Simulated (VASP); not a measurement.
# CoO (P3m1) in VASP: a series of runs

CoO is run at these levels: PBEsol; tasks: single point.

Program: VASP 6.6.1. These are calculated values, not measurements. Logs are shortened: lines on timing, memory, paths and dates and some standing lists are left out, and cuts for length are marked.

### Step 1. The cell of the first run

The typed cell holds 4 atoms: a = 3.198 Å, b = 3.198 Å, c = 5.229 Å, α = 90.00°, β = 90.00°, γ = 120.00°.

### Step 2. Single point, PBEsol, collinear spin, ferromagnetic start

Contents of INCAR:

```
PREC = Accurate ; ENCUT = 520
EDIFF = 1E-6 ; ISMEAR = -1
SIGMA = 0.05 ; LREAL = False
LASPH = True ; NELM = 150
ALGO = Normal ; ISIF = 2
LWAVE = False ; LCHARG = False
ISPIN = 2 ; MAGMOM = 2.5 2.5 0 0
LORBIT = 11 ; NUPDOWN = 5.0
LMAXMIX = 4 ; GGA = PS
NBANDS = 27
```

Contents of KPOINTS:

```
regular mesh
0
Gamma
  8 8 5
```

Contents of POSCAR:

```
CoO
1.0
    3.1976457435      0.0000000000      0.0000000000
   -1.5988228718      2.7692424462      0.0000000000
    0.0000000000      0.0000000000      5.2287097100
Co O
2 2
Direct
    0.3333333333      0.6666666667      0.5033624100
    0.0000000000      0.0000000000      0.0034741400
    0.3333333333      0.6666666667      0.8715556000
    0.0000000000      0.0000000000      0.3716088500
```

Potentials or basis: VASP PAW PBE potentials, release 64 (Co, O).

Run with:

```sh
> cat potpaw_PBE.64/Co/POTCAR potpaw_PBE.64/O/POTCAR > POTCAR
> mpirun -np 1 vasp_std > vasp.out
```

OUTCAR:

```text
PREC = Accurate
   ENCUT = 520
   EDIFF = 1E-6
   ISMEAR = -1
   LREAL = False
   LASPH = True
   NELM = 150
   ISIF = 2
   ISPIN = 2
   LORBIT = 11
   NUPDOWN = 5.0
   GGA = PS

 ion  position               nearest neighbor table
   1  0.333  0.667  0.503-   3 1.93   4 1.97   4 1.97   4 1.97
   2  0.000  0.000  0.003-   4 1.92   3 1.97   3 1.97   3 1.97
   3  0.333  0.667  0.872-   1 1.93   2 1.97   2 1.97   2 1.97
   4  0.000  0.000  0.372-   2 1.92   1 1.97   1 1.97   1 1.97

  LATTYP: Found a hexagonal cell.
 ALAT       =     3.1976457435
 C/A-ratio  =     1.6351747909

  Lattice vectors:

 A1 = (   3.1976457435,   0.0000000000,   0.0000000000)
 A2 = (  -1.5988228718,   2.7692424462,   0.0000000000)
 A3 = (   0.0000000000,   0.0000000000,   5.2287097100)

Analysis of symmetry for initial positions (statically):
=====================================================================
 Subroutine PRICEL returns:
 Original cell was already a primitive cell.

 Routine SETGRP: Setting up the symmetry group for a
 hexagonal supercell.

 Subroutine GETGRP returns: Found  6 space group operations
 (whereof  6 operations were pure point group operations)
 out of a pool of 24 trial point group operations.

The static configuration has the point symmetry C_3v.

Analysis of symmetry for dynamics (positions and initial velocities):
=====================================================================
 Subroutine PRICEL returns:
 Original cell was already a primitive cell.

 Routine SETGRP: Setting up the symmetry group for a
 hexagonal supercell.

 Subroutine GETGRP returns: Found  6 space group operations
 (whereof  6 operations were pure point group operations)
 out of a pool of 24 trial point group operations.

The dynamic configuration has the point symmetry C_3v.

Analysis of structural, dynamic, and magnetic symmetry:
=====================================================================
 Subroutine PRICEL returns:
 Original cell was already a primitive cell.

 Routine SETGRP: Setting up the symmetry group for a
 hexagonal supercell.

 Subroutine GETGRP returns: Found  6 space group operations
 (whereof  6 operations were pure point group operations)
 out of a pool of 24 trial point group operations.

The overall configuration has the point symmetry C_3v.

 Subroutine INISYM returns: Found  6 space group operations
[... 118 lines left out ...]
   IALGO  =     38    algorithm
   IMIX   =      4    mixing-type and parameters
     AMIX     =   0.40;   BMIX     =  1.00
     AMIX_MAG =   1.60;   BMIX_MAG =  1.00
  volume/ion in A,a.u.               =      11.58        78.11
  Fermi-wavevector in a.u.,A,eV,Ry     =   1.416620  2.677023 27.304329  2.006812
  Thomas-Fermi vector in A             =   2.537935
   LORBIT       =     11    0 simple, 1 ext, 2 COOP (PROOUT), +10 PAW based schemes
   GGA     = PS    functional components
   LHFCALC =     F    Hartree Fock is set to
   AEXX    =    0.0000 exact exchange contribution
   IVDW    =     0    specifies the selected vdW correction
   LEPSILON=     F    determine dielectric tensor
   LRPA    =     F    only Hartree local field effects (RPA)
 spin polarized calculation
  energy-cutoff  :      520.00
  volume of cell :       46.30
 maximum number of plane-waves:      1266
   NGX = 11   NGY = 11   NGZ = 19

 number of electron      30.0000008 magnetization       5.0000004

 Free energy of the ion-electron system (eV)
  ---------------------------------------------------
  ext. energy  EPLUGINS =         0.00000000
  ---------------------------------------------------
  free energy    TOTEN  =       -28.22695468 eV

  energy without entropy =      -28.17978068  energy(sigma->0) =      -28.20336768

 E-fermi :   5.8027     XC(G=0): -11.4120

 val. band max:        5.7850110543   @ k =   0.5000   0.0000   0.0000
 cond. band min:       5.6342069874   @ k =   0.1250   0.1250   0.2000
 fundamental gap:     -0.1508040669
 Fermi energy:         5.5861068816

 spin component 1

 k-point     1 :       0.0000    0.0000    0.0000
  band No.  band energies     occupation
      1     -14.1950      1.00000
      2     -13.5590      1.00000
      3      -1.2937      1.00000
      4      -0.4193      1.00000
      5      -0.2158      1.00000
      6      -0.2158      1.00000
[... 709 lines left out ...]
     26      20.7251      0.00000
     27      21.9360      0.00000

 [... further k-points ...]

 spin component 2

 k-point     1 :       0.0000    0.0000    0.0000
  band No.  band energies     occupation
      1     -13.7543      1.00000
      2     -13.0914      1.00000
      3      -0.8626      1.00000
      4       0.6617      1.00000
      5       0.7912      1.00000
      6       0.7912      1.00000
[... 709 lines left out ...]
     26      21.2627      0.00000
     27      22.5965      0.00000

 [... further k-points ...]
[... 5 lines left out ...]
  --------------------------------------------------------------------------------------
  -------------------------------------------------------------------------------------
  Total       -3.7001105     -3.7001105     -2.3489081      0.0000000      0.0000000      0.0000000
  in kB     -128.0381581   -128.0381581    -81.2813204      0.0000000      0.0000000      0.0000000
  external PRESSURE =    -112.4525455 kB  Pullay stress =       0.0000000 kB

 VOLUME and BASIS-vectors are now :
 -----------------------------------------------------------------------------
  energy-cutoff  :      520.00
  volume of cell :       46.30
      direct lattice vectors                 reciprocal lattice vectors
     3.197645743  0.000000000  0.000000000     0.312730077  0.180554794  0.000000000
    -1.598822872  2.769242446  0.000000000     0.000000000  0.361109588  0.000000000
     0.000000000  0.000000000  5.228709710     0.000000000  0.000000000  0.191251773

 POSITION                                       TOTAL-FORCE (eV/Angst)
 -----------------------------------------------------------------------------------
     -0.00000      1.84616      2.63194         0.000000      0.000000     -0.294894
      0.00000      0.00000      0.01817         0.000000     -0.000000     -0.299663
     -0.00000      1.84616      4.55711        -0.000000     -0.000000      0.297055
      0.00000      0.00000      1.94303         0.000000     -0.000000      0.297502
 -----------------------------------------------------------------------------------
    total drift:                               -0.000000     -0.000001     -0.001959

  FREE ENERGIE OF THE ION-ELECTRON SYSTEM (eV)
  ---------------------------------------------------
  free  energy   TOTEN  =       -28.2269546769 eV

  energy  without entropy=      -28.1797806837  energy(sigma->0) =      -28.20336768

 total charge

# of ion       s       p       d       tot
------------------------------------------
    1        0.345   0.435   7.214   7.994
    2        0.345   0.435   7.214   7.994
    3        1.548   3.400   0.000   4.949
    4        1.548   3.401   0.000   4.949
--------------------------------------------------
tot          3.786   7.670  14.428  25.885

 magnetization (x)

# of ion       s       p       d       tot
------------------------------------------
    1        0.014   0.047   2.118   2.180
    2        0.014   0.047   2.119   2.180
    3        0.019   0.221   0.000   0.241
    4        0.019   0.221   0.000   0.240
--------------------------------------------------
tot          0.066   0.537   4.237   4.841
```

OSZICAR:

```text
N       E                     dE             d eps       ncg     rms          rms(c)
DAV:   1     0.253639027441E+03    0.25364E+03   -0.13329E+04  4328   0.128E+03
DAV:   2    -0.596911756084E+01   -0.25961E+03   -0.23656E+03  4440   0.314E+02
DAV:   3    -0.332093813905E+02   -0.27240E+02   -0.26173E+02  4814   0.115E+02
DAV:   4    -0.338393946583E+02   -0.63001E+00   -0.62714E+00  4839   0.181E+01
DAV:   5    -0.338591159586E+02   -0.19721E-01   -0.19717E-01  5688   0.300E+00    0.225E+01
DAV:   6    -0.331870353554E+02    0.67208E+00   -0.49192E+01  5680   0.975E+01    0.320E+01
DAV:   7    -0.281506550635E+02    0.50364E+01   -0.12295E+01  4822   0.761E+01    0.108E+01
DAV:   8    -0.282917508936E+02   -0.14110E+00   -0.16606E+00  4893   0.905E+00    0.628E+00
DAV:   9    -0.285766047807E+02   -0.28485E+00   -0.25502E+00  5960   0.186E+01    0.967E+00
DAV:  10    -0.282241890098E+02    0.35242E+00   -0.25660E+00  5883   0.160E+01    0.159E+00
DAV:  11    -0.282279618357E+02   -0.37728E-02   -0.64266E-02  6088   0.287E+00    0.507E-01
DAV:  12    -0.282268562235E+02    0.11056E-02   -0.89779E-03  6089   0.107E+00    0.185E-01
DAV:  13    -0.282269352997E+02   -0.79076E-04   -0.13369E-03  4924   0.310E-01    0.694E-02
DAV:  14    -0.282269384541E+02   -0.31543E-05   -0.15812E-04  5212   0.107E-01    0.451E-02
DAV:  15    -0.282269530349E+02   -0.14581E-04   -0.34702E-05  4870   0.510E-02    0.203E-02
DAV:  16    -0.282269543635E+02   -0.13286E-05   -0.57305E-06  4831   0.282E-02    0.106E-02
DAV:  17    -0.282269546769E+02   -0.31347E-06   -0.35308E-06  2813   0.205E-02
   1 F= -.28226955E+02 E0= -.28203368E+02  d E =-.471740E-01  mag=     5.0000
```

stdout:

```text
POSCAR found type information on POSCAR CoO
 POSCAR found :  2 types and       4 ions
 scaLAPACK will be used
 -----------------------------------------------------------------------------
|                                                                             |
|                                                                             |
|     You enforced a specific xc type in the INCAR file but a different       |
|     I HOPE YOU KNOW WHAT YOU ARE DOING!                                     |
|                                                                             |
 -----------------------------------------------------------------------------

 LDA part: xc-table for (Slater+PW92), standard interpolation
 POSCAR, INCAR and KPOINTS ok, starting setup
 FFT: planning ... GRIDC
 FFT: planning ... GRID_SOFT
 FFT: planning ... GRID
 WAVECAR not read
 entering main loop
```

It took 49 s on 1 thread of Intel Xeon 6975P-C (Granite Rapids), shared host; peak memory 0.22 GiB.

Results:

- Free energy: -28.2270 eV
- Pressure: -11.2 GPa
- Largest force: 0.300 eV/Å
- Net moment: 5.00 μB per cell
- Site moments: Co +2.18; O +0.24 μB
- Valence electrons inside the program's atomic spheres: Co 7.99; O 4.95

Forces on the atoms (eV/Å):
```
Co   0.000  0.000 -0.295
Co   0.000  0.000 -0.300
O    0.000  0.000  0.297
O    0.000  0.000  0.298
```

Stress tensor (GPa, compression positive):
```
-12.80   0.00   0.00
  0.00 -12.80   0.00
  0.00   0.00  -8.13
```

Caveat: the PAW data sets were made with another functional, which shifts forces and pressure a little; the total moment is fixed, so each spin has its own Fermi level.

### Step 3. Single point, PBEsol, collinear spin, ferromagnetic start

Contents of INCAR:

```
PREC = Accurate
ENCUT = 520
EDIFF = 1E-7
ISMEAR = -1
SIGMA = 0.05
LREAL = F
LASPH = T
NELM = 150
ALGO = Normal
ISIF = 2
LWAVE = F
LCHARG = T
ISPIN = 2
MAGMOM = 3 3 0 0
LORBIT = 11
NUPDOWN = 6.0
LMAXMIX = 4
GGA = PS
LELF = T
LVHAR = T
NBANDS = 27
```

KPOINTS is that of step 2.

POSCAR is that of step 2.

Potentials or basis: VASP PAW PBE potentials, release 64 (Co, O).

Run with:

```sh
> cat potpaw_PBE.64/Co/POTCAR potpaw_PBE.64/O/POTCAR > POTCAR
> mpirun -np 1 vasp_std > vasp.out
```

It took 56 s on 1 thread of Intel Xeon 6975P-C (Granite Rapids), shared host; peak memory 0.22 GiB.

Results (log left out):

```yaml
Free_energy: -28.2693 eV
Pressure: -6.4 GPa
Largest_force: 0.240 eV/Å
Net_moment: 6.00 μB per cell
Site_moments: Co +2.55; O +0.35, +0.34 μB
Valence_electrons_inside_the_program's_atomic_spheres: Co 7.97; O 4.97
```

Forces on the atoms (eV/Å):
```
Co   0.000  0.000 -0.235
Co   0.000  0.000 -0.240
O    0.000  0.000  0.238
O    0.000  0.000  0.237
```

Stress tensor (GPa, compression positive):
```
-7.36  0.00  0.00
 0.00 -7.36  0.00
 0.00  0.00 -4.37
```

Caveat: the PAW data sets were made with another functional, which shifts forces and pressure a little; the total moment is fixed, so each spin has its own Fermi level.
